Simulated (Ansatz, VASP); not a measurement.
**One calculation of Ti, two programs**

Contents of POSCAR:

```
Ti
1.0
   -1.7722800000      1.7722800000      1.5097200000
    1.7722800000     -1.7722800000      1.5097200000
    1.7722800000      1.7722800000     -1.5097200000
Ti
1
Direct
    0.0000000000      0.0000000000      0.0000000000
```

The input INCAR.step1:

```
  PREC = Accurate
  ENCUT = 520
  ISMEAR = 0
  SIGMA = 0.15
  LREAL = False
  LASPH = True
  NELM = 80
  NBANDS = 12
  GGA = PE
  ALGO = Normal
  EDIFF = 1E-4
  LWAVE = True
  LCHARG = False
```

INCAR.step2

```
  PREC = Accurate
  ENCUT = 520
  EDIFF = 1E-7
  ISMEAR = 0
  SIGMA = 0.15
  LREAL = False
  LASPH = True
  NELM = 80
  ALGO = Normal
  ISIF = 2
  LWAVE = False
  LCHARG = True
  METAGGA = R2SCAN
  LMIXTAU = True
  LELF = True
  LVHAR = True
  NBANDS = 12
  ISTART = 1
```

Contents of KPOINTS:

```
Automatic mesh
0
Gamma
  20 20 20
```

Input for Ansatz:

```yaml
crystal:
  lattice:
    - [-1.77228, 1.77228, 1.50972]
    - [1.77228, -1.77228, 1.50972]
    - [1.77228, 1.77228, -1.50972]
  atoms:
    - { symbol: Ti, position: [0.0, 0.0, 0.0] }
basis:
  ecutwfc: 500
kpoints:
  mp_grid: { grid: [20, 20, 20] }
hamiltonian:
  xc: r2scan
scf:
  occupations: { method: gaussian, width: 0.15 }
output:
  forces: true
  stress: true
  eigenvalues: true
```

Change from the starting cell: strain +0.080 along x and y, -0.080 along z, atoms carried along.

Alike in both runs: task single point; functional r2SCAN; k mesh 20 × 20 × 20; occupations gaussian, width 0.15 eV; no spin polarisation.

|  | VASP | Ansatz |
| --- | --- | --- |
| version | VASP 6.6.1 | Ansatz 0.2.0 |
| potentials or method | VASP PAW PBE potentials, release 64 (Ti_sv), cutoff 520 eV | scalar-relativistic, plane waves, PAW |
| valence electrons in the cell | 12 | 12 |

|  | VASP | Ansatz | Ansatz less VASP |
| --- | --- | --- | --- |
| gap on the k mesh at the Fermi level (eV) | none | none | - |
| pressure (GPa) | -8.8 | -9.1 | -0.32 |
| traceless stress, the component that is largest in VASP (GPa) | 1.83 | 1.79 | -0.038 |

VASP's potentials were made for PBE, not for r2SCAN. A gap of «none» marks a metal or a gap that the smearing closes.
